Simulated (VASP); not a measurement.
A run of VASP 6.6.1 is set up as follows.

The input INCAR:

```
SYSTEM = CdF2
  PREC = Accurate
  ENCUT = 520
  EDIFF = 1E-6
  ISMEAR = 0
  SIGMA = 0.01
  LREAL = .FALSE.
  LASPH = .TRUE.
  NELM = 100
  ALGO = Normal
  ISIF = 2
  LWAVE = .FALSE.
  LCHARG = .FALSE.
  GGA = PS
  NBANDS = 20
```

KPOINTS

```
regular mesh
0
G
  6 6 6
  0 0 0
```

POSCAR

```
CdF2
1.0
    0.0000000000      2.6616727385      2.6616727385
    2.6616727385      0.0000000000      2.6616727385
    2.6616727385      2.6616727385      0.0000000000
Cd F
1 2
Direct
    0.0000000000      0.0000000000      0.0000000000
    0.2500000000      0.2500000000      0.2500000000
    0.7500000000      0.7500000000      0.7500000000
```

Potentials or basis: VASP PAW PBE potentials, release 64 (Cd, F).

Run with:

```bash
$ cat potpaw_PBE.64/Cd/POTCAR potpaw_PBE.64/F/POTCAR > POTCAR
$ mpirun -np 1 vasp_std > vasp.out
```

Task: Predict the band gap on the k mesh.

Result: 3.05 eV (least direct gap 3.47 eV).

Task: What does it give for the pressure?

Result: 5.0 GPa.

Caveat: the cell stands under pressure; the PAW data sets were made with another functional, which shifts forces and pressure a little. A k mesh can miss the band edges.
